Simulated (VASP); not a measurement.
Pt: single point with PBE

Pt, a wire with vacuum:

```
Pt
1.0
     9.00000    0.00000    0.00000
     0.00000    9.30000    0.00000
     0.00000    0.00000    5.05313
Pt
2
Direct
  0.50000 0.50000 0.00000
  0.50000 0.50000 0.46500
```

| Item | Value |
| --- | --- |
| Program | VASP 6.6.1 |
| Task | single point |
| Functional | PBE |
| Potentials or basis | VASP PAW PBE potentials, release 64 (Pt) |
| Cutoff | 520 eV |
| k mesh | 1 × 1 × 13 |
| Occupations | gaussian, width 0.05 eV |
| Spin | collinear spin, ferromagnetic start |
| Starting moments | [1.5, 1.5] μB |
| Dipole correction | no |
| Further INCAR settings | ALGO = Normal; EDIFF = 1e-06; NBANDS = 21 |

The largest force is 2.019 eV/Å. The band gap on the k mesh is zero (filled and empty bands overlap). The net moment is 0.00 μB per cell and the valence electrons inside the program's atomic spheres are Pt 8.90.

Forces on the atoms (eV/Å):
```
Pt   0.000  0.000 -2.019
Pt   0.000  0.000  2.019
```

Levels at points of the mesh, in eV from the Fermi level:
Spin up:
```csv
k point,band 9,band 10,band 11,band 12,band 13,band 14
"(0.00, 0.00, 0.00)",0.22,0.58,0.58,3.79,3.80,4.65
```
Spin down:
```
           k point  band 9  band 10  band 11  band 12  band 13  band 14
(0.00, 0.00, 0.00)    0.22     0.58     0.58     3.79     3.80     4.65
```

Run time: 110 s on 1 thread of AMD EPYC 9R45 96-Core Processor (Zen 5), with other jobs on the host, peak memory 0.57 GiB.

Caveat: spin-orbit coupling is left out, which moves the levels of the heavy elements.
